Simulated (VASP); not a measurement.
# FeSi16 (a cell with a defect) in VASP: a series of runs

FeSi16 (a cell with a defect) is run at these levels: PBEsol; tasks: single point.

Everything below comes from runs of VASP 6.6.1. Logs are shortened: lines on timing, memory, paths and dates and some standing lists are left out, and cuts for length are marked.

### 1 The cell of the first run

The cell holds a defect, 17 atoms: a = 7.679 Å, b = 7.679 Å, c = 7.679 Å, α = 60.00°, β = 60.00°, γ = 60.00°.

### 2 Single point, PBEsol, collinear spin, ferromagnetic start

Input file INCAR:

```
PREC = Accurate
ENCUT = 520
EDIFF = 1E-6
ISMEAR = 0
SIGMA = 0.05
LREAL = Auto
LASPH = True
NELM = 150
ALGO = Normal
ISIF = 2
LWAVE = False
LCHARG = False
ISPIN = 2
MAGMOM = 0 0 0 0 0 0 0 0 0 0 0 0 0 0 0 0 1.6
LORBIT = 11
LMAXMIX = 4
GGA = PS
NBANDS = 54
```

Input file KPOINTS:

```
regular mesh
0
Gamma
  2 2 2
```

Input file POSCAR:

```
FeSi16
1.0
    0.0000000000      5.4300000000      5.4300000000
    5.4300000000      0.0000000000      5.4300000000
    5.4300000000      5.4300000000      0.0000000000
Si Fe
16 1
Direct
   -0.0083388582     -0.0078543278     -0.0080869245
    0.1182479742      0.1160741252      0.1171954880
    0.0024898711      0.0053705341      0.4902296501
    0.1266305709      0.1239907919      0.6178456722
    0.0031733886      0.4896569982      0.0039654696
    0.1249732044      0.6179418969      0.1243267956
    0.0110165746      0.4970727440      0.4971580110
    0.1366420810      0.6190279006      0.6194258748
    0.4910412523      0.0047162063      0.0026333333
    0.6176709024      0.1245644567      0.1265845304
    0.4992288214      0.0092555249      0.4993866483
    0.6187228361      0.1410788214      0.6178038674
    0.4975856354      0.4976333333      0.0103723757
    0.6196511971      0.6183325967      0.1373937385
    0.5091522099      0.5147011971      0.5102319521
    0.6380686924      0.6359609576      0.6373731123
    0.8055611418      0.8071484346      0.8055784530
```

Potentials or basis: VASP PAW PBE potentials, release 64 (Si, Fe).

Command:

```
cat potpaw_PBE.64/Si/POTCAR potpaw_PBE.64/Fe/POTCAR > POTCAR
mpirun -np 1 vasp_std > vasp.out
```

OUTCAR:

```text
PREC = Accurate
   ENCUT = 520
   EDIFF = 1E-6
   ISMEAR = 0
   LREAL = Auto
   LASPH = True
   NELM = 150
   ISIF = 2
   ISPIN = 2
   LORBIT = 11
   GGA = PS

 ion  position               nearest neighbor table
   1  0.992  0.992  0.992-  10 2.35   4 2.35   6 2.35   2 2.36
   2  0.118  0.116  0.117-   9 2.34   3 2.34   5 2.35   1 2.36
   3  0.002  0.005  0.490-   4 2.32  17 2.33   2 2.34  12 2.41   8 2.42
   4  0.127  0.124  0.618-   3 2.32  11 2.34   7 2.34   1 2.35
   5  0.003  0.490  0.004-   6 2.32  17 2.34   2 2.35  14 2.41   8 2.41
   6  0.125  0.618  0.124-   5 2.32  13 2.34   7 2.34   1 2.35
   7  0.011  0.497  0.497-   8 2.32   6 2.34   4 2.34  16 2.35
   8  0.137  0.619  0.619-  17 2.31   7 2.32  15 2.35   5 2.41   3 2.42
   9  0.491  0.005  0.003-  10 2.32  17 2.32   2 2.34  12 2.41  14 2.42
  10  0.618  0.125  0.127-   9 2.32  11 2.34  13 2.34   1 2.35
  11  0.499  0.009  0.499-  12 2.32   4 2.34  10 2.34  16 2.35
  12  0.619  0.141  0.618-  11 2.32  17 2.32  15 2.35   3 2.41   9 2.41
  13  0.498  0.498  0.010-  14 2.32   6 2.34  10 2.34  16 2.35
  14  0.620  0.618  0.137-  17 2.32  13 2.32  15 2.35   5 2.41   9 2.42
  15  0.509  0.515  0.510-   8 2.35  14 2.35  12 2.35  16 2.37
  16  0.638  0.636  0.637-   7 2.35  13 2.35  11 2.35  15 2.37
  17  0.806  0.807  0.806-   8 2.31  14 2.32   9 2.32  12 2.32   3 2.33   5 2.34

  LATTYP: Found a face centered cubic cell.
 ALAT       =    10.8600000000

  Lattice vectors:

 A1 = (   0.0000000000,   5.4300000000,   5.4300000000)
 A2 = (   5.4300000000,   0.0000000000,   5.4300000000)
 A3 = (   5.4300000000,   5.4300000000,   0.0000000000)

Analysis of symmetry for initial positions (statically):
=====================================================================
 Subroutine PRICEL returns:
 Original cell was already a primitive cell.

 Routine SETGRP: Setting up the symmetry group for a
 face centered cubic supercell.

 Subroutine GETGRP returns: Found  1 space group operations
 (whereof  1 operations were pure point group operations)
 out of a pool of 48 trial point group operations.

The static configuration has the point symmetry C_1 .

Analysis of symmetry for dynamics (positions and initial velocities):
=====================================================================
 Subroutine PRICEL returns:
 Original cell was already a primitive cell.

 Routine SETGRP: Setting up the symmetry group for a
 face centered cubic supercell.

 Subroutine GETGRP returns: Found  1 space group operations
 (whereof  1 operations were pure point group operations)
 out of a pool of 48 trial point group operations.
[... 171 lines left out ...]
  ext. energy  EPLUGINS =         0.00000000
  ---------------------------------------------------
  free energy    TOTEN  =       -97.92281319 eV

  energy without entropy =      -97.91928651  energy(sigma->0) =      -97.92104985

 E-fermi :   6.3394     XC(G=0):  -9.8214

 val. band max:        6.3118524745   @ k =   0.0000   0.0000   0.0000
 cond. band min:       6.3642483137   @ k =   0.0000   0.0000   0.0000
 fundamental gap:      0.0523958392
 Fermi energy:         6.3393533802

 spin component 1

 k-point     1 :       0.0000    0.0000    0.0000
  band No.  band energies     occupation
      1      -6.0683      1.00000
      2      -3.7169      1.00000
      3      -3.6916      1.00000
      4      -3.6790      1.00000
      5      -3.6108      1.00000
      6      -1.9903      1.00000
[... 397 lines left out ...]
     47      10.1465      0.00000
     48      10.2147      0.00000
 Fermi energy:         6.3393533802

 spin component 2

 k-point     1 :       0.0000    0.0000    0.0000
  band No.  band energies     occupation
      1      -6.0338      1.00000
      2      -3.6745      1.00000
      3      -3.6558      1.00000
      4      -3.6447      1.00000
      5      -3.5932      1.00000
      6      -1.9306      1.00000
[... 397 lines left out ...]
     47      10.1838      0.00000
     48      10.2501      0.00000
 [bands above 48 left out]

------------------------ aborting loop because EDIFF is reached ----------------------------------------

  FORCE on cell =-STRESS in cart. coord.  units (eV):
  Direction    XX          YY          ZZ          XY          YZ          ZX
  --------------------------------------------------------------------------------------
  -------------------------------------------------------------------------------------
  Total        3.7634555      3.3919878      3.6216624      1.5353776      1.6920269      1.3540153
  in kB       18.8307617     16.9720920     18.1212882      7.6823893      8.4661968      6.7749277
  external PRESSURE =      17.9747140 kB  Pullay stress =       0.0000000 kB

 VOLUME and BASIS-vectors are now :
 -----------------------------------------------------------------------------
  energy-cutoff  :      520.00
  volume of cell :      320.21
      direct lattice vectors                 reciprocal lattice vectors
     0.000000000  5.430000000  5.430000000    -0.092081031  0.092081031  0.092081031
     5.430000000  0.000000000  5.430000000     0.092081031 -0.092081031  0.092081031
     5.430000000  5.430000000  0.000000000     0.092081031  0.092081031 -0.092081031

 POSITION                                       TOTAL-FORCE (eV/Angst)
 -----------------------------------------------------------------------------------
     10.77344     10.77081     10.77207        -0.012545     -0.011647     -0.013467
      1.26665      1.27846      1.27237        -0.010287     -0.009042     -0.005810
      2.69111      2.67547      0.04268        -0.007633     -0.005698      0.028693
      4.02817      4.04251      1.36087         0.003289     -0.002033      0.009417
      2.68037      0.03876      2.67607         0.000132      0.027589     -0.006066
      4.03052      1.35370      4.03403         0.000958      0.007934      0.002552
[... 9 lines left out ...]
      6.91420      6.92565      6.91798        -0.019907     -0.022646     -0.016804
      8.75711      8.74849      8.75701         0.028536      0.029260      0.029041
 -----------------------------------------------------------------------------------
    total drift:                                0.003097     -0.000055     -0.001939

  FREE ENERGIE OF THE ION-ELECTRON SYSTEM (eV)
  ---------------------------------------------------
  free  energy   TOTEN  =       -97.9228131889 eV

  energy  without entropy=      -97.9192865091  energy(sigma->0) =      -97.92104985

 total charge

# of ion       s       p       d       tot
------------------------------------------
    1        0.743   0.949   0.000   1.692
    2        0.750   0.932   0.000   1.682
    3        0.740   0.949   0.000   1.688
    4        0.747   0.953   0.000   1.700
    5        0.738   0.950   0.000   1.688
    6        0.747   0.953   0.000   1.700
[... 9 lines left out ...]
   16        0.740   0.947   0.000   1.687
   17        0.439   0.499   6.601   7.538
--------------------------------------------------
tot         12.355  15.653   6.601  34.609

 magnetization (x)

# of ion       s       p       d       tot
------------------------------------------
    1        0.001   0.000   0.000   0.001
    2       -0.005   0.004   0.000  -0.001
    3       -0.001   0.022   0.000   0.022
    4       -0.001   0.007   0.000   0.007
    5       -0.001   0.023   0.000   0.022
    6       -0.001   0.007   0.000   0.007
[... 9 lines left out ...]
   16        0.000  -0.001   0.000  -0.001
   17        0.020   0.008   1.578   1.606
--------------------------------------------------
tot          0.007   0.195   1.578   1.780
```

OSZICAR:

```text
N       E                     dE             d eps       ncg     rms          rms(c)
DAV:   1     0.249214960637E+03    0.24921E+03   -0.26691E+04  1728   0.112E+03
[... 11 lines left out ...]
DAV:  13    -0.979264192456E+02    0.12368E-02   -0.11283E-02  2632   0.509E-01    0.786E-01
DAV:  14    -0.979236848788E+02    0.27344E-02   -0.40839E-03  2736   0.400E-01    0.422E-01
DAV:  15    -0.979230029489E+02    0.68193E-03   -0.20884E-03  2764   0.244E-01    0.221E-01
DAV:  16    -0.979229080021E+02    0.94947E-04   -0.40843E-04  2688   0.935E-02    0.146E-01
DAV:  17    -0.979228277245E+02    0.80278E-04   -0.25773E-04  2674   0.821E-02    0.708E-02
DAV:  18    -0.979228128856E+02    0.14839E-04   -0.10279E-04  2736   0.454E-02    0.216E-02
DAV:  19    -0.979228131889E+02   -0.30328E-06   -0.58610E-06  2244   0.103E-02
   1 F= -.97922813E+02 E0= -.97921050E+02  d E =-.352668E-02  mag=     2.0097
```

It took 7 min on 1 thread of Intel Xeon 6975P-C (Granite Rapids), shared host; peak memory 0.7 GiB.

What came out:

```
Free energy                                           : -97.9228 eV
Pressure                                              : 1.8 GPa
Largest force                                         : 0.050 eV/Å
Band gap on the k mesh                                : zero (filled and empty bands overlap)
Net moment                                            : 2.01 μB per cell
Site moments                                          : Si +0.00, -0.00, +0.02, +0.01 (each value once); Fe +1.61 μB
Valence electrons inside the program's atomic spheres : Si 1.69, 1.68, 1.70 (each value once); Fe 7.54
```

Forces in eV/Å, atoms in the order of the input:
```
Si  -0.013 -0.012 -0.013
Si  -0.010 -0.009 -0.006
Si  -0.008 -0.006  0.029
Si   0.003 -0.002  0.009
Si   0.000  0.028 -0.006
Si   0.001  0.008  0.003
Si   0.008 -0.004 -0.002
Si  -0.007  0.008  0.010
Si   0.026 -0.002 -0.008
Si   0.012 -0.003  0.003
Si  -0.005 -0.002 -0.007
Si  -0.003 -0.007  0.001
Si  -0.002 -0.007  0.008
Si   0.007  0.010 -0.011
Si  -0.019 -0.007 -0.023
Si  -0.020 -0.023 -0.017
Fe   0.029  0.029  0.029
```

Stress tensor (GPa, compression positive):
```
1.88 0.77 0.68
0.77 1.70 0.85
0.68 0.85 1.81
```

Levels at points of the mesh, in eV from the Fermi level:
Spin up:
```
           k point  band 33  band 34  band 35  band 36  band 37  band 38  band 39  band 40  band 41  band 42
(0.00, 0.00, 0.00)    -1.08    -1.05    -0.42    -0.18    -0.03     0.02     0.07     0.30     0.31     0.91
(0.50, 0.00, 0.00)    -1.19    -1.12    -0.94    -0.66    -0.21     0.62     0.99     1.07     1.14     1.16
(0.00, 0.50, 0.00)    -1.20    -1.10    -0.95    -0.67    -0.24     0.61     0.99     1.07     1.14     1.15
(0.00, 0.00, 0.50)    -1.19    -1.11    -0.94    -0.66    -0.22     0.62     0.99     1.07     1.14     1.16
(0.50, 0.50, 0.50)    -1.18    -1.07    -1.07    -0.17    -0.11     0.77     0.88     1.24     1.26     1.59
(0.50, 0.50, 0.00)    -1.46    -1.26    -1.25    -0.72    -0.50     0.60     0.88     1.80     1.93     2.21
(0.00, 0.50, 0.50)    -1.46    -1.26    -1.25    -0.73    -0.49     0.60     0.88     1.80     1.93     2.21
(0.50, 0.00, 0.50)    -1.46    -1.26    -1.24    -0.71    -0.51     0.60     0.88     1.80     1.92     2.21
```
Spin down:
| k point | band 32 | band 33 | band 34 | band 35 | band 36 | band 37 | band 38 | band 39 |
| --- | --- | --- | --- | --- | --- | --- | --- | --- |
| (0.00, 0.00, 0.00) | -0.55 | -0.54 | -0.53 | -0.14 | -0.09 | 0.08 | 0.13 | 0.33 |
| (0.50, 0.00, 0.00) | -1.07 | -1.00 | -0.26 | -0.24 | 0.45 | 0.57 | 0.71 | 1.03 |
| (0.00, 0.50, 0.00) | -1.08 | -0.99 | -0.27 | -0.25 | 0.46 | 0.55 | 0.70 | 1.03 |
| (0.00, 0.00, 0.50) | -1.07 | -1.00 | -0.26 | -0.24 | 0.45 | 0.56 | 0.71 | 1.03 |
| (0.50, 0.50, 0.50) | -1.06 | -0.27 | -0.25 | 0.20 | 0.22 | 0.26 | 0.79 | 1.05 |
| (0.50, 0.50, 0.00) | -1.57 | -0.58 | -0.46 | -0.08 | 0.31 | 0.33 | 0.65 | 1.25 |
| (0.00, 0.50, 0.50) | -1.57 | -0.59 | -0.45 | -0.09 | 0.32 | 0.33 | 0.65 | 1.25 |
| (0.50, 0.00, 0.50) | -1.57 | -0.56 | -0.47 | -0.07 | 0.29 | 0.33 | 0.65 | 1.25 |

Caveat: the k points lie up to 0.50 Å⁻¹ apart; the PAW data sets were made with another functional, which shifts forces and pressure a little.

### 3 Single point, PBEsol, collinear spin, ferromagnetic start

Input file INCAR:

```
SYSTEM = FeSi16
ALGO = Normal ; EDIFF = 1E-7
ENCUT = 520 ; GGA = PS
ISIF = 2 ; ISMEAR = 0
ISPIN = 2 ; LASPH = .TRUE.
LCHARG = .FALSE. ; LMAXMIX = 4
LORBIT = 11 ; LREAL = Auto
LWAVE = .FALSE. ; MAGMOM = 0 0 0 0 0 0 0 0 0 0 0 0 0 0 0 0 1.6
NBANDS = 54 ; NELM = 150
PREC = Accurate ; SIGMA = 0.05
```

Input file KPOINTS:

```
k-points
0
G
  2 2 2
  0 0 0
```

Input file POSCAR:

```
FeSi16
1.0
    0.0000000000      5.4300000000      5.4300000000
    5.4300000000      0.0000000000      5.4300000000
    5.4300000000      5.4300000000      0.0000000000
Si Fe
16 1
Direct
   -0.0066964088     -0.0064684162     -0.0067676796
    0.1198395028      0.1145371087      0.1192805709
   -0.0053013812      0.0035934622      0.4954481584
    0.1266636280      0.1200999079      0.6197932781
    0.0023098527      0.4905665746      0.0025288214
    0.1241059853      0.6199442910      0.1236466851
    0.0116381215      0.4946211786      0.4972187845
    0.1348682320      0.6159107735      0.6247722836
    0.4959493554      0.0033688766     -0.0053558011
    0.6198801105      0.1203825046      0.1265237569
    0.5006766114      0.0099044199      0.5005762431
    0.6159937385      0.1503500921      0.6156136280
    0.4976732965      0.4949202578      0.0112244936
    0.6248428177      0.6156122468      0.1354383978
    0.5058508287      0.5224697974      0.5065504604
    0.6391406077      0.6343686004      0.6386673112
    0.7707895028      0.7847747698      0.7711342541
```

Potentials or basis: VASP PAW PBE potentials, release 64 (Si, Fe).

Command:

```
cat potpaw_PBE.64/Si/POTCAR potpaw_PBE.64/Fe/POTCAR > POTCAR
mpirun -np 1 vasp_std > vasp.out
```

Wall time 6.9 min (1 thread of Intel Xeon 6975P-C (Granite Rapids), shared host); peak memory 0.71 GiB.

The run converged. Its results:

```
Free energy                                           : -98.1507 eV
Pressure                                              : 0.6 GPa
Largest force                                         : 0.806 eV/Å
Band gap on the k mesh                                : zero (filled and empty bands overlap)
Net moment                                            : 2.00 μB per cell
Site moments                                          : Si -0.00, +0.01, +0.02, +0.00, +0.03 (each value once); Fe +1.64 μB
Valence electrons inside the program's atomic spheres : Si 1.70, 1.68, 1.67, 1.69 (each value once); Fe 7.40
```

Forces in eV/Å, atoms in the order of the input:
```
Si   0.038  0.049  0.040
Si   0.018  0.045  0.016
Si   0.055  0.007 -0.042
Si   0.004  0.042 -0.005
Si   0.017  0.031  0.021
Si   0.030  0.023  0.027
Si   0.015  0.046  0.018
Si   0.044  0.072  0.000
Si  -0.041  0.004  0.055
Si  -0.008  0.043  0.003
Si   0.051  0.061  0.052
Si   0.102 -0.011  0.099
Si   0.018  0.047  0.013
Si   0.001  0.070  0.045
Si   0.062 -0.037  0.065
Si   0.024  0.040  0.023
Fe  -0.429 -0.531 -0.430
```

Stress tensor (GPa, compression positive):
```
0.69 0.23 0.24
0.23 0.36 0.24
0.24 0.24 0.66
```

Levels at points of the mesh, in eV from the Fermi level:
Spin up:
```
           k point  band 35  band 36  band 37  band 38  band 39  band 40
(0.00, 0.00, 0.00)    -0.45    -0.19    -0.10     0.11     0.43     0.44
(0.50, 0.00, 0.00)    -0.61    -0.59    -0.35     0.70     1.12     1.14
(0.00, 0.50, 0.00)    -0.62    -0.53    -0.39     0.60     1.12     1.19
(0.00, 0.00, 0.50)    -0.62    -0.59    -0.35     0.70     1.12     1.14
(0.50, 0.50, 0.50)    -0.92    -0.30    -0.17     0.82     0.94     1.31
(0.50, 0.50, 0.00)    -1.01    -0.83    -0.43     0.71     1.09     1.93
(0.00, 0.50, 0.50)    -1.01    -0.83    -0.42     0.71     1.09     1.93
(0.50, 0.00, 0.50)    -0.98    -0.82    -0.46     0.71     1.07     1.91
```
Spin down:
```csv
k point,band 33,band 34,band 35,band 36,band 37,band 38
"(0.00, 0.00, 0.00)",-0.40,-0.12,-0.04,0.03,0.18,0.23
"(0.50, 0.00, 0.00)",-0.56,-0.31,-0.11,0.16,0.46,0.84
"(0.00, 0.50, 0.00)",-0.54,-0.29,-0.06,0.07,0.38,0.76
"(0.00, 0.00, 0.50)",-0.56,-0.31,-0.10,0.15,0.46,0.84
"(0.50, 0.50, 0.50)",-0.58,-0.18,0.02,0.25,0.44,0.92
"(0.50, 0.50, 0.00)",-0.72,-0.26,-0.17,0.19,0.53,0.89
"(0.00, 0.50, 0.50)",-0.72,-0.26,-0.18,0.19,0.53,0.89
"(0.50, 0.00, 0.50)",-0.54,-0.23,-0.07,-0.02,0.40,0.90
```

Caveat: the k points lie up to 0.50 Å⁻¹ apart; the PAW data sets were made with another functional, which shifts forces and pressure a little.
